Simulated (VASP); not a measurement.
Wanted: the native input for a VASP 6.6.1 run.

```yaml
Task: single point
Functional: r2SCAN
Potentials_or_basis: VASP PAW PBE potentials, release 64 (Cu, Se, Ga_d)
Cutoff: 520 eV
k_mesh: 6 × 6 × 4
Occupations: fermi-dirac, width 0.02 eV
Spin: no spin polarisation
Dipole_correction: no
Further_INCAR_settings: ALGO = Normal; EDIFF = 1e-06; NBANDS = 26
```

GaCuSe2:

```
CELL_PARAMETERS angstrom
3.72956 0.00000 0.00000
0.00000 3.72956 0.00000
0.00000 0.00000 5.25455
ATOMIC_POSITIONS crystal
Cu 0.00000 0.00000 0.00000
Se 0.00000 0.00000 0.50000
Se 0.50000 0.50000 0.00000
Ga 0.50000 0.50000 0.50000
```

The input as run:

POSCAR

```
GaCuSe2
1.0
    3.7295628207      0.0000000000      0.0000000000
    0.0000000000      3.7295628207      0.0000000000
    0.0000000000      0.0000000000      5.2545477339
Cu Se Ga
1 2 1
Direct
    0.0000000000      0.0000000000      0.0000000000
    0.0000000000      0.0000000000      0.5000000000
    0.5000000000      0.5000000000      0.0000000000
    0.5000000000      0.5000000000      0.5000000000
```

INCAR.step1

```
SYSTEM = GaCuSe2
PREC = Accurate
ENCUT = 520
ISMEAR = -1
SIGMA = 0.02
LREAL = .False.
LASPH = .True.
NELM = 100
NBANDS = 26
GGA = PE
ALGO = Normal
EDIFF = 1E-4
LWAVE = .True.
LCHARG = .False.
```

INCAR.step2

```
SYSTEM = GaCuSe2
PREC = Accurate
ENCUT = 520
EDIFF = 1E-6
ISMEAR = -1
SIGMA = 0.02
LREAL = .False.
LASPH = .True.
NELM = 100
ALGO = Normal
ISIF = 2
LWAVE = .False.
LCHARG = .True.
METAGGA = R2SCAN
LMIXTAU = .True.
LELF = .True.
LVHAR = .True.
NBANDS = 26
ISTART = 1
```

KPOINTS

```
regular mesh
0
Gamma
  6 6 4
  0 0 0
```

Potentials or basis: VASP PAW PBE potentials, release 64 (Cu, Se, Ga_d).

Launch:

```sh
$ cat potpaw_PBE.64/Cu/POTCAR potpaw_PBE.64/Se/POTCAR potpaw_PBE.64/Ga_d/POTCAR > POTCAR
$ cp INCAR.step1 INCAR
$ mpirun -np 1 vasp_std > vasp.out
$ cp INCAR.step2 INCAR
$ mpirun -np 1 vasp_std > vasp.out
```

It gave:

```json
{"Pressure": "0.0 GPa", "Band gap on the k mesh": "zero (band 18 reaches 6.07 eV, above the bottom of band 19 at 3.45 eV)"}
```

Caveat: the PAW data sets were made with another functional, which shifts forces and pressure a little.

Wall time 110 s on 1 thread of AMD EPYC 9R45 96-Core Processor (Zen 5) (shared host), peak memory 0.18 GiB.
